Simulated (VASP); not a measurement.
# CaB15N16 (a cell with a defect) in VASP: notebook, part 2 of 2

VASP 6.6.1. The steps go on from the part before.

## Step 3: Electric field gradients, HSE06, collinear spin

POSCAR reads:

```
CaB15N16
1.0
   -3.6241103844      3.6241103844     -3.6241103844
    3.6241103844      3.6241103844      3.6241103844
    3.6241103844     -3.6241103844     -3.6241103844
B Ca N
15 1 16
Direct
   -0.0102960518     -0.0074609297     -0.0111428991
    0.0008151515      0.2545018728      0.7636046656
    0.0074785685      0.5109555873      0.5016168764
   -0.0108451557      0.7366519646      0.2390861860
    0.2516739063     -0.0008229596      0.7641540503
    0.2516760622      0.5109571760      0.2574419472
    0.2516158035      0.7522437971      0.0039403285
    0.5141373830     -0.0007119151      0.5016056928
    0.5135977810      0.2545208164      0.2509098762
    0.5024699464      0.5053114173      0.0143977573
    0.4958478815      0.7551243561      0.7457886808
    0.7388540772     -0.0074740006      0.2396283576
    0.7492660027      0.2499216798     -0.0007267641
    0.7642963121      0.5052174802      0.7523031125
    0.7540138147      0.7523241911      0.5016205902
    0.2512867184      0.2187507285      0.5016924366
   -0.0719937696     -0.0682741762      0.1779518971
   -0.0032779739      0.2515332036      0.0086972252
    0.0135821371      0.5064184991      0.7565093704
   -0.0005297297      0.7577118072      0.5016291601
    0.2516417642     -0.0013065245      0.0106294545
    0.2516621861      0.2553864889      0.8253563537
    0.2516767014      0.5424719895      0.5016220987
    0.2516301388      0.7576880077      0.2493841397
    0.5038363639      0.0099026916      0.7538353707
    0.5749155462      0.2554055415      0.5015975896
    0.5065845153      0.5064799042      0.2635923489
    0.4896605628      0.7444642140     -0.0054534343
    0.7606440435     -0.0012434320      0.5016206312
    0.7586937098      0.2515289920      0.2467271980
    0.7426291358      0.4896958322     -0.0073975940
    0.7446073432      0.7445108216      0.7396566764
```

INCAR.step1 reads:

```
PREC = Accurate
ENCUT = 520
ISMEAR = -1
SIGMA = 0.01
LREAL = Auto
LASPH = T
NELM = 200
ALGO = Normal
ISIF = 2
LWAVE = T
LCHARG = F
ISPIN = 2
MAGMOM = -0.01 -0.01 0 -0.01 -0.01 0 0.01 -0.01 -0.01 -0.01 0 -0.01 0.01 -0.01 0.01 0.1 0.31 0.06 0.05 0.01 0.04 0.31 0.01 0.01 0.01 0.31 0.06 0.06 0.04 0.05 0.04 0.06
LORBIT = 11
NUPDOWN = 2.0
GGA = PE
EDIFF = 1E-5
NELECT = 134.0
NBANDS = 94
GGA_COMPAT = F
ISYM = -1
```

INCAR.step2 reads:

```
PREC = Accurate
ENCUT = 520
EDIFF = 1E-8
ISMEAR = -1
SIGMA = 0.01
LREAL = Auto
LASPH = T
NELM = 200
ALGO = Normal
ISIF = 2
LWAVE = F
LCHARG = F
ISPIN = 2
MAGMOM = -0.01 -0.01 0 -0.01 -0.01 0 0.01 -0.01 -0.01 -0.01 0 -0.01 0.01 -0.01 0.01 0.1 0.31 0.06 0.05 0.01 0.04 0.31 0.01 0.01 0.01 0.31 0.06 0.06 0.04 0.05 0.04 0.06
LORBIT = 11
NUPDOWN = 2.0
GGA = PE
LHFCALC = T
HFSCREEN = 0.2079
PRECFOCK = Fast
LEFG = T
ISTART = 1
NELECT = 134.0
NBANDS = 94
GGA_COMPAT = F
ISYM = -1
```

KPOINTS reads:

```
explicit points
1
Reciprocal
  0.25000000   0.25000000   0.25000000 1
```

Potentials or basis: VASP PAW PBE potentials, release 64 (B, Ca_sv, N).

Started as:

```bash
$ cat potpaw_PBE.64/B/POTCAR potpaw_PBE.64/Ca_sv/POTCAR potpaw_PBE.64/N/POTCAR > POTCAR
$ cp INCAR.step1 INCAR
$ mpirun -np 1 vasp_std > vasp.out
$ cp INCAR.step2 INCAR
$ mpirun -np 1 vasp_std > vasp.out
```

OUTCAR:

```text
PREC = Accurate
   ENCUT = 520
   EDIFF = 1E-8
   ISMEAR = -1
   LREAL = Auto
   LASPH = T
   NELM = 200
   ISIF = 2
   ISPIN = 2
   LORBIT = 11
   NUPDOWN = 2.0
   GGA = PE
   LHFCALC = T
   HFSCREEN = 0.2079
   PRECFOCK = Fast
   ISTART = 1
   NELECT = 134.0
   ISYM = -1

 ion  position               nearest neighbor table
   1  0.990  0.993  0.989-  17 1.49  32 1.55  18 1.57  21 1.59  16 2.64
   2  0.001  0.255  0.764-  22 1.49  18 1.55  19 1.57  29 1.59  16 2.63
   3  0.007  0.511  0.502-  23 1.48  20 1.57  30 1.60  19 1.60
   4  0.989  0.737  0.239-  17 1.52  31 1.55  24 1.59  20 1.59  16 2.48
[... 516 lines left out ...]

           NMR quadrupolar parameters

 Cq : quadrupolar parameter    Cq=e*Q*V_zz/h
 eta: asymmetry parameters     (V_yy - V_xx)/ V_zz
 Q  : nuclear electric quadrupole moment in mb (millibarn)
----------------------------------------------------------------------
 ion       Cq(MHz)       eta       Q (mb)
----------------------------------------------------------------------
   1      -0.008       0.753       1.000
   2      -0.008       0.742       1.000
   3      -0.021       0.484       1.000
   4      -0.009       0.138       1.000
   5      -0.009       0.135       1.000
   6      -0.021       0.483       1.000
[... 24 lines left out ...]
  31      -0.035       0.156       1.000
  32      -0.023       0.319       1.000
----------------------------------------------------------------------

 total charge

# of ion       s       p       d       tot
------------------------------------------
    1        0.682   1.385   0.000   2.067
    2        0.682   1.384   0.000   2.067
    3        0.676   1.358   0.000   2.034
    4        0.677   1.362   0.000   2.040
    5        0.677   1.363   0.000   2.040
    6        0.676   1.358   0.000   2.034
[... 24 lines left out ...]
   31        1.221   2.753   0.000   3.974
   32        1.223   2.752   0.000   3.975
--------------------------------------------------
tot         32.046  70.941   0.709 103.696

 magnetization (x)

# of ion       s       p       d       tot
------------------------------------------
    1       -0.003  -0.011   0.000  -0.014
    2       -0.003  -0.011   0.000  -0.014
    3        0.000  -0.002   0.000  -0.002
    4       -0.004  -0.010   0.000  -0.014
    5       -0.004  -0.010   0.000  -0.014
    6        0.000  -0.002   0.000  -0.002
[... 24 lines left out ...]
   31        0.003   0.044   0.000   0.047
   32        0.004   0.056   0.000   0.060
--------------------------------------------------
tot          0.053   1.494   0.133   1.680
```

OUTCAR.step1:

```text
PREC = Accurate
   ENCUT = 520
   ISMEAR = -1
   LREAL = Auto
   LASPH = T
   NELM = 200
   ISIF = 2
   ISPIN = 2
[... 479 lines left out ...]
   32        1.218   2.744   0.000   3.962
--------------------------------------------------
tot         31.906  71.003   0.757 103.666

 magnetization (x)

# of ion       s       p       d       tot
------------------------------------------
    1       -0.001  -0.006   0.000  -0.007
    2       -0.001  -0.006   0.000  -0.007
    3        0.000  -0.001   0.000  -0.001
    4       -0.002  -0.006   0.000  -0.008
    5       -0.002  -0.006   0.000  -0.008
    6        0.000  -0.001   0.000  -0.001
[... 24 lines left out ...]
   31        0.003   0.045   0.000   0.048
   32        0.003   0.057   0.000   0.061
--------------------------------------------------
tot          0.058   1.450   0.146   1.655
```

Run time: 5.1 min. Hardware: 1 thread of Intel Xeon 6975P-C (Granite Rapids), shared host; peak memory 0.55 GiB.

Results:

| Item | Value |
| --- | --- |
| Free energy | -317.3559 eV |
| Largest force | 0.197 eV/Å |
| Net moment | 2.00 μB per cell |
| Site moments | B -0.01, -0.00, +0.01 (each value once); Ca +0.18; N +0.35, +0.06, +0.01, +0.05 (each value once) μB |
| Largest electric field gradient by atom | B -3.3, -8.5, -3.5, -3.7 (each value once); Ca -27.4; N +9.4, -9.6, -17.8, -14.4, +9.5, -64.5, +8.5, -14.5 (each value once) V/Å² |
| Valence electrons inside the program's atomic spheres | B 2.07, 2.03, 2.04, 2.13 (each value once); Ca 8.79; N 4.03, 3.98, 3.97, 4.11 (each value once) |

Forces on the atoms (eV/Å):
```
B   -0.100  0.024  0.109
B    0.110 -0.098  0.028
B    0.008  0.042  0.008
B   -0.133 -0.134 -0.032
B   -0.033 -0.138 -0.137
B    0.047  0.006  0.006
B   -0.041  0.002  0.003
B   -0.132 -0.034 -0.133
B   -0.098  0.106  0.027
B    0.109  0.024 -0.100
B    0.008  0.007  0.046
B    0.028 -0.101  0.109
B    0.004  0.002 -0.048
B    0.027  0.106 -0.099
B    0.003 -0.045  0.002
Ca  -0.014  0.004 -0.010
N   -0.041 -0.045  0.043
N   -0.071  0.055  0.035
N    0.036 -0.068  0.051
N    0.018  0.043  0.021
N    0.003  0.046  0.045
N    0.042 -0.043 -0.039
N    0.056  0.061  0.060
N    0.044  0.014  0.013
N    0.015  0.019  0.044
N   -0.045  0.044 -0.048
N   -0.069  0.034  0.053
N    0.033  0.054 -0.070
N    0.040  0.001  0.040
N    0.051 -0.067  0.039
N    0.044  0.044  0.003
N    0.051  0.036 -0.069
```

Electric field gradients, principal values (V/Å²):
| atom | least | middle | greatest (by size) |
| --- | --- | --- | --- |
| 1 B | 0.409 | 2.901 | -3.311 |
| 2 B | 0.428 | 2.893 | -3.321 |
| 3 B | 2.196 | 6.310 | -8.505 |
| 4 B | 1.528 | 2.015 | -3.543 |
| 5 B | 1.535 | 2.014 | -3.548 |
| 6 B | 2.199 | 6.307 | -8.506 |
| 7 B | 1.078 | 2.622 | -3.700 |
| 8 B | 1.433 | 2.077 | -3.509 |
| 9 B | 0.380 | 2.958 | -3.338 |
| 10 B | 0.412 | 2.900 | -3.312 |
| 11 B | 2.204 | 6.308 | -8.512 |
| 12 B | 0.421 | 2.904 | -3.325 |
| 13 B | 1.068 | 2.633 | -3.702 |
| 14 B | 0.378 | 2.962 | -3.341 |
| 15 B | 1.067 | 2.620 | -3.687 |
| 16 Ca | 13.531 | 13.878 | -27.409 |
| 17 N | -3.241 | -6.138 | 9.379 |
| 18 N | 3.240 | 6.327 | -9.567 |
| 19 N | 3.287 | 6.329 | -9.615 |
| 20 N | 2.588 | 15.189 | -17.778 |
| 21 N | 6.066 | 8.325 | -14.391 |
| 22 N | -3.288 | -6.175 | 9.464 |
| 23 N | 32.183 | 32.268 | -64.451 |
| 24 N | 2.588 | 15.177 | -17.765 |
| 25 N | 2.588 | 15.183 | -17.771 |
| 26 N | -2.784 | -5.727 | 8.511 |
| 27 N | 3.263 | 6.309 | -9.572 |
| 28 N | 3.244 | 6.334 | -9.579 |
| 29 N | 6.078 | 8.392 | -14.469 |
| 30 N | 3.281 | 6.326 | -9.607 |
| 31 N | 6.077 | 8.330 | -14.406 |
| 32 N | 3.261 | 6.314 | -9.575 |

Caveat: the cell carries a net charge on a neutralising background, which shifts energy and pressure; without QUAD_EFG the Cq values of the log hold for a quadrupole moment of 1 mb, not for the nuclei; the PAW data sets were made with another functional, which shifts forces and pressure a little; the total moment is fixed, so each spin has its own Fermi level and the state may be an excited one.
